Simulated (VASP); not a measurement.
# Al (Fm-3m) in VASP: elastic constants with LDA

Aim: the elastic constants of Al with LDA.

All numbers are computed with VASP 6.6.1; they aren't measurements. Logs are shortened: lines on timing, memory, paths and dates and some standing lists are left out, and cuts for length are marked.

### 1 The cell of the first run

Symmetry: Fm-3m, No. 225, cubic system. Conventional cell: a = 3.986 Å, b = 3.986 Å, c = 3.986 Å, α = 90.00°, β = 90.00°, γ = 90.00°. Al (site symmetry m-3m) has 12 Al at 2.82 Å within 3.7 Å.

### 2 Elastic constants, LDA

Contents of INCAR:

```
SYSTEM = Al
PREC = Accurate
ENCUT = 600
EDIFF = 1E-8
ISMEAR = 0
SIGMA = 0.1
LREAL = .FALSE.
LASPH = .TRUE.
NELM = 80
ALGO = Normal
ISIF = 3
LWAVE = .FALSE.
LCHARG = .FALSE.
GGA = CA
IBRION = 6
NFREE = 2
POTIM = 0.015
NSW = 1
```

Contents of KPOINTS:

```
regular mesh
0
G
  8 8 8
  0 0 0
```

Contents of POSCAR:

```
Al
1.0
    0.0000000000      1.9931651820      1.9931651820
    1.9931651820      0.0000000000      1.9931651820
    1.9931651820      1.9931651820      0.0000000000
Al
1
Direct
    0.0000000000      0.0000000000      0.0000000000
```

Potentials or basis: VASP PAW LDA potentials, release 64 (Al).

On the command line:

```
cat potpaw_LDA.64/Al/POTCAR > POTCAR
mpirun -np 1 vasp_std > vasp.out
```

OUTCAR:

```text
SYSTEM = Al
   PREC = Accurate
   ENCUT = 600
   EDIFF = 1E-8
   ISMEAR = 0
   LREAL = .FALSE.
   LASPH = .TRUE.
   NELM = 80
   ISIF = 3
   GGA = CA
   IBRION = 6
   NFREE = 2
   POTIM = 0.015
   NSW = 1

 ion  position               nearest neighbor table
   1  0.000  0.000  0.000-

  LATTYP: Found a face centered cubic cell.
 ALAT       =     3.9863303640

  Lattice vectors:

 A1 = (   0.0000000000,   1.9931651820,   1.9931651820)
 A2 = (   1.9931651820,   0.0000000000,   1.9931651820)
 A3 = (   1.9931651820,   1.9931651820,   0.0000000000)

Analysis of symmetry for initial positions (statically):
=====================================================================
 Subroutine PRICEL returns:
 Original cell was already a primitive cell.

 Routine SETGRP: Setting up the symmetry group for a
 face centered cubic supercell.

 Subroutine GETGRP returns: Found 48 space group operations
 (whereof 48 operations were pure point group operations)
 out of a pool of 48 trial point group operations.

The static configuration has the point symmetry O_h .

Analysis of symmetry for dynamics (positions and initial velocities):
=====================================================================
 Subroutine PRICEL returns:
 Original cell was already a primitive cell.

 Routine SETGRP: Setting up the symmetry group for a
 face centered cubic supercell.

 Subroutine GETGRP returns: Found 48 space group operations
 (whereof 48 operations were pure point group operations)
 out of a pool of 48 trial point group operations.

The dynamic configuration has the point symmetry O_h .

 Subroutine INISYM returns: Found 48 space group operations
 (whereof 48 operations are pure point group operations),
 and found     1 'primitive' translations

----------------------------------------------------------------------------------------

                                     Primitive cell

  volume of cell :      15.8365

  direct lattice vectors                    reciprocal lattice vectors
     0.000000000  1.993165182  1.993165182    -0.250857282  0.250857282  0.250857282
     1.993165182  0.000000000  1.993165182     0.250857282 -0.250857282  0.250857282
     1.993165182  1.993165182  0.000000000     0.250857282  0.250857282 -0.250857282

  length of vectors
     2.818761232  2.818761232  2.818761232     0.434497558  0.434497558  0.434497558

  position of ions in fractional coordinates (direct lattice)
     0.000000000  0.000000000  0.000000000

  ion indices of the primitive-cell ions
   primitive index   ion index
                 1           1

----------------------------------------------------------------------------------------

 KPOINTS: regular mesh

Automatic generation of k-mesh.
 Grid dimensions read from file:
 generate k-points for:    8    8    8

 Generating k-lattice:

  Cartesian coordinates                     Fractional coordinates (reciprocal lattice)
    -0.031357160  0.031357160  0.031357160     0.125000000  0.000000000  0.000000000
     0.031357160 -0.031357160  0.031357160     0.000000000  0.125000000  0.000000000
     0.031357160  0.031357160 -0.031357160     0.000000000  0.000000000  0.125000000

  Length of vectors
     0.054312195  0.054312195  0.054312195

[... 83 lines left out ...]
   LRPA    =     F    only Hartree local field effects (RPA)
 finite differences with symmetry
 non-spin polarized calculation
 Gauss-broadening in eV      SIGMA  =   0.10
  energy-cutoff  :      600.00
  volume of cell :       15.84
 maximum number of plane-waves:       544
 NGX is ok and might be reduce to    24
   NGX = 11   NGY = 11   NGZ = 11

--------------------------------------- Ionic step        1  -------------------------------------------

 number of electron       3.0000000 magnetization

 Free energy of the ion-electron system (eV)
  ---------------------------------------------------
  ext. energy  EPLUGINS =         0.00000000
  ---------------------------------------------------
  free energy    TOTEN  =        -4.18698455 eV

  energy without entropy =       -4.18383542  energy(sigma->0) =       -4.18540998

------------------------ aborting loop because EDIFF is reached ----------------------------------------

  FORCE on cell =-STRESS in cart. coord.  units (eV):
  Direction    XX          YY          ZZ          XY          YZ          ZX
  --------------------------------------------------------------------------------------
  -------------------------------------------------------------------------------------
  Total        0.0087110      0.0087110      0.0087110     -0.0000000     -0.0000000     -0.0000000
  in kB        0.8812912      0.8812912      0.8812912     -0.0000000     -0.0000000     -0.0000000
  external PRESSURE =       0.8812912 kB  Pullay stress =       0.0000000 kB
[... 86 lines left out ...]
  FREE ENERGIE OF THE ION-ELECTRON SYSTEM (eV)
  ---------------------------------------------------
  free  energy   TOTEN  =        -4.1844044128 eV

  energy  without entropy=       -4.1818175120  energy(sigma->0) =       -4.18311096

[... ionic steps 4 to 12 ...]

--------------------------------------- Ionic step       13  -------------------------------------------

 number of electron       3.0000000 magnetization

------------------------ aborting loop because EDIFF is reached ----------------------------------------
[... 65 lines left out ...]
--------------------------------------- Ionic step       15  -------------------------------------------

 number of electron       3.0000000 magnetization

 Free energy of the ion-electron system (eV)
  ---------------------------------------------------
  ext. energy  EPLUGINS =         0.00000000
  ---------------------------------------------------
  free energy    TOTEN  =        -4.18698459 eV

  energy without entropy =       -4.18383546  energy(sigma->0) =       -4.18541002

 E-fermi :   8.2788     XC(G=0): -10.4953

 val. band max:        7.8753452759   @ k =  -0.2500   0.3750   0.1250
 cond. band min:       8.3585254870   @ k =   0.5000   0.2500   0.1250
 fundamental gap:      0.4831802111
 Fermi energy:         8.2787640852

 k-point     1 :       0.0000    0.0000    0.0000
  band No.  band energies     occupation
      1      -3.1608      2.00000
      2      21.0208      0.00000
      3      21.0208      0.00000
      4      21.0208      0.00000
      5      22.6597      0.00000
[... 177 lines left out ...]
 k-point    24 :      -0.3750    0.2500    0.1250
  band No.  band energies     occupation
      1       4.5786      2.00000
      2       4.8909      2.00000
      3      13.2719      0.00000
      4      13.8389      0.00000
      5      21.8157      0.00000

 [... further k-points ...]
[... 5 lines left out ...]
  --------------------------------------------------------------------------------------
  -------------------------------------------------------------------------------------
  Total        0.0087076      0.0087076      0.0087076      0.0000000     -0.0000000      0.0000000
  in kB        0.8809507      0.8809507      0.8809507      0.0000000     -0.0000000      0.0000000
  external PRESSURE =       0.8809507 kB  Pullay stress =       0.0000000 kB
[... 16 lines left out ...]
  FREE ENERGIE OF THE ION-ELECTRON SYSTEM (eV)
  ---------------------------------------------------
  free  energy   TOTEN  =        -4.1869845868 eV

  energy  without entropy=       -4.1838354557  energy(sigma->0) =       -4.18541002

 INTERNAL STRAIN TENSORS FROM STRAINED CELLS
 ============================================

 INTERNAL STRAIN TENSOR FOR ION    1 for displacements in x,y,z  (eV/Angst):
          X           Y           Z          XY          YZ          ZX
  --------------------------------------------------------------------------------
  x     0.00000    -0.00000    -0.00000     0.00000     0.00000     0.00000
  y     0.00000     0.00000    -0.00000     0.00000     0.00000     0.00000
  z    -0.00000     0.00000    -0.00000     0.00000     0.00000     0.00000

 INTERNAL STRAIN TENSORS FROM DISPLACED ATOMS
 ============================================

 INTERNAL STRAIN TENSOR FOR ION    1 for displacements in x,y,z  (eV/Angst):
          X           Y           Z          XY          YZ          ZX
  --------------------------------------------------------------------------------
  x     0.00000     0.00000     0.00000     0.00000     0.00000     0.00000
  y     0.00000     0.00000     0.00000     0.00000     0.00000     0.00000
  z     0.00000     0.00000     0.00000     0.00000     0.00000     0.00000

 Eigenvectors and eigenvalues of the dynamical matrix
 ----------------------------------------------------

   1 f  =    0.000000 THz     0.000000 2PiTHz    0.000000 cm-1     0.000000 meV
             X         Y         Z           dx          dy          dz
      0.000000  0.000000  0.000000    -0.915125    0.403170    0.000000

   2 f  =    0.000000 THz     0.000000 2PiTHz    0.000000 cm-1     0.000000 meV
             X         Y         Z           dx          dy          dz
      0.000000  0.000000  0.000000     0.000000    0.000000    1.000000

   3 f  =    0.000000 THz     0.000000 2PiTHz    0.000000 cm-1     0.000000 meV
             X         Y         Z           dx          dy          dz
      0.000000  0.000000  0.000000     0.403170    0.915125    0.000000

--------------------------------------------------------------------------------------------------------

 ELASTIC MODULI CONTR FROM IONIC RELAXATION (kBar)
 Direction    XX          YY          ZZ          XY          YZ          ZX
 --------------------------------------------------------------------------------
 XX           0.0000      0.0000      0.0000      0.0000      0.0000      0.0000
 YY           0.0000      0.0000      0.0000      0.0000      0.0000      0.0000
 ZZ           0.0000      0.0000      0.0000      0.0000      0.0000      0.0000
 XY           0.0000      0.0000      0.0000      0.0000      0.0000      0.0000
 YZ           0.0000      0.0000      0.0000      0.0000      0.0000      0.0000
 ZX           0.0000      0.0000      0.0000      0.0000      0.0000      0.0000
 --------------------------------------------------------------------------------

 TOTAL ELASTIC MODULI (kBar)
 Direction    XX          YY          ZZ          XY          YZ          ZX
 --------------------------------------------------------------------------------
 XX        2198.4763    217.0832    217.0832      0.0000      0.0000     -0.0000
 YY         217.0832   2198.4763    217.0832      0.0000      0.0000     -0.0000
 ZZ         217.0832    217.0832   2198.4763      0.0000      0.0000     -0.0000
 XY           0.0000      0.0000      0.0000   -144.9648      0.0000      0.0000
 YZ           0.0000      0.0000      0.0000      0.0000   -144.9648      0.0000
 ZX          -0.0000     -0.0000     -0.0000      0.0000      0.0000   -144.9648
 --------------------------------------------------------------------------------
```

Run time: 55 s. Hardware: 1 thread of Intel Xeon 8259CL, shared host; peak memory 0.15 GiB.

Results:

```
Elastic constants C11, C12, C44 : 220, 22, -14 GPa
Voigt bulk modulus              : 88 GPa
```

Elastic tensor in Voigt notation (GPa, in the Cartesian axes of the cell as first typed):
```
220  22  22   0   0   0
 22 220  22   0   0   0
 22  22 220   0   0   0
  0   0   0 -14   0   0
  0   0   0   0 -14   0
  0   0   0   0   0 -14
```

Clamped-ion elastic tensor (GPa):
```
220  22  22   0   0   0
 22 220  22   0   0   0
 22  22 220   0   0   0
  0   0   0 -14   0   0
  0   0   0   0 -14   0
  0   0   0   0   0 -14
```

Caveat: the elastic tensor has a negative eigenvalue, so either the cell is unstable as it stands or the mesh is too thin.
